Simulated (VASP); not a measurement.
A run of VASP 6.6.1 is set up as follows.

Contents of INCAR:

```
PREC = Accurate
ENCUT = 520
EDIFF = 1E-6
ISMEAR = 0
SIGMA = 0.1
LREAL = False
LASPH = True
NELM = 80
ALGO = Normal
ISIF = 2
LWAVE = False
LCHARG = True
GGA = PE
LELF = True
LVHAR = True
NBANDS = 14
```

KPOINTS

```
Automatic mesh
0
Gamma
  12 12 4
```

POSCAR

```
Li3H2
1.0
    2.4509548123     -1.4168876347      0.0072191692
    2.4509548123      1.4168876347      0.0072191692
   -0.0363011136      0.0000000000      7.3070539294
Li H
3 2
Direct
    0.0000000000      0.0000000000      0.5000000000
    0.3329762681      0.3329762681      0.1797481126
    0.6670237319      0.6670237319      0.8202518874
    0.6664148050      0.6664148050      0.3369338679
    0.3335851950      0.3335851950      0.6630661321
```

Potentials or basis: VASP PAW PBE potentials, release 64 (Li_sv, H).

The run is started by

```sh
$ cat potpaw_PBE.64/Li_sv/POTCAR potpaw_PBE.64/H/POTCAR > POTCAR
$ mpirun -np 1 vasp_std > vasp.out
```

Q: Estimate the band gap on the k mesh.

A: Zero (an odd number of electrons rules out a gap without spin polarisation).

Q: Estimate the largest force.

A: 0.004 eV/Å.

Forces in eV/Å, atoms in the order of the input:
```
Li   0.000  0.000  0.000
Li  -0.001  0.000  0.004
Li   0.001  0.000 -0.004
H    0.000  0.000 -0.001
H    0.000  0.000  0.001
```
